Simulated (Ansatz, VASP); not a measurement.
# Rb in VASP and in Ansatz

```
Rb
1.0
    -2.90218    2.90218    2.90218
     2.90218   -2.90218    2.90218
     2.90218    2.90218   -2.90218
Rb
1
Direct
  0.00000 0.00000 0.00000
```

Alike in both runs: task single point; functional PBE; k mesh 10 × 10 × 10; occupations gaussian, width 0.1 eV; no spin polarisation.

|  | VASP | Ansatz |
| --- | --- | --- |
| version | VASP 6.6.1 | Ansatz 0.2.0 |
| potentials or method | VASP PAW PBE potentials, release 64 (Rb_sv), cutoff 520 eV | scalar-relativistic, all-electron LAPW |

|  | VASP | Ansatz | Ansatz less VASP |
| --- | --- | --- | --- |
| gap on the k mesh at the Fermi level (eV) | none | none | - |
| pressure (GPa) | -0.2 | -0.2 | 0.00 |

A gap of «none» marks a metal or a gap that the smearing closes. Ansatz ran all-electron here, and VASP with PAW potentials.
